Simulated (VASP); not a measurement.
The system is Al.

```xyz
1
Lattice="-1.6175 1.6175 1.6175 1.6175 -1.6175 1.6175 1.6175 1.6175 -1.6175" Properties=species:S:1:pos:R:3 pbc="T T T"
Al    0.0000    0.0000    0.0000
```

Base run:

- Program: VASP 6.6.1
- Functional: PBE
- Potentials or basis: VASP PAW PBE potentials, release 64 (Al)
- Cutoff: 520 eV
- k mesh: 28 × 28 × 28
- Occupations: gaussian, width 0.15 eV
- Spin: no spin polarisation

Its results: pressure 0.0 GPa.

The run is repeated on the same cell with these changes: functional from PBE to r2SCAN. What comes out?

Pressure -3.6 GPa.

Caveats: the PAW data sets were made with another functional, which shifts forces and pressure a little (some runs).
